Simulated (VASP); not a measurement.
Runs of VASP 6.6.1 on Mg. The structure is that of space group Im-3m (No. 229), or close to it. The cells are those of the table. This isn't the form of Mg at room conditions, which is hcp.

```tsv
task	cell	gap on the mesh (eV)	pressure (GPa)
relaxation of cell and atoms	relaxed to 60 GPa from a = 3.118 Å, angles 109.5°, 1 atom	none	60.1
relaxation of cell and atoms	relaxed to 20 GPa from a = 3.118 Å, angles 109.5°, 1 atom	none	20.0
single point	a = 3.083 Å, angles 109.5°, 1 atom	none	0.0
relaxation of cell and atoms	relaxed from a = 3.118 Å, angles 109.5°, 1 atom	none	0.0
single point	a = 2.558 Å, angles 109.5°, 1 atom	none	(a)
relaxation of cell and atoms	relaxed to 40 GPa from a = 3.118 Å, angles 109.5°, 1 atom	none	40.0
single point	a = 2.786 Å, angles 109.5°, 1 atom	none	20.3
single point	a = 2.649 Å, angles 109.5°, 1 atom	none	40.7
```

Alike in all rows: level PBEsol; potentials or basis VASP PAW PBE potentials, release 64 (Mg); no spin polarisation; k mesh 10 × 10 × 10; cutoff (eV) 600; smearing fermi-dirac 0.1 eV.

Question: Estimate the missing entries.

Answer: (a) 61.3.

Caveats: the PAW data sets were made with another functional, which shifts forces and pressure a little; the cell is relaxed towards a set pressure, so the run minimises the enthalpy, not the energy (at least some runs); the cell stands under pressure (at least some runs).

A gap of «none» marks levels without a gap at the run's occupations.
